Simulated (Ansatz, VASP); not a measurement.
**Tl: VASP beside Ansatz**

```xyz
2
Lattice="0.0000 3.6012 3.6012 3.6012 0.0000 3.6012 3.6012 3.6012 0.0000" Properties=species:S:1:pos:R:3 pbc="T T T"
Tl    0.9003    0.9003    0.9003
Tl    6.3020    6.3020    6.3020
```

Alike in both runs: task single point; functional BLYP; k mesh 8 × 8 × 8; occupations fermi-dirac, width 0.1 eV; no spin polarisation.

```csv
,VASP,Ansatz
version,VASP 6.6.1,Ansatz 0.2.0
potentials or method,"VASP PAW PBE potentials, release 64 (Tl_d), cutoff 520 eV","plane waves (420 eV) with PAW, scalar-relativistic"
valence electrons in the cell,26,26
```

```csv
,VASP,Ansatz,Ansatz less VASP
pressure (GPa),1.0,1.0,+0.01
```

VASP's potentials were made for PBE, not for BLYP.

Spin-orbit coupling is off throughout.
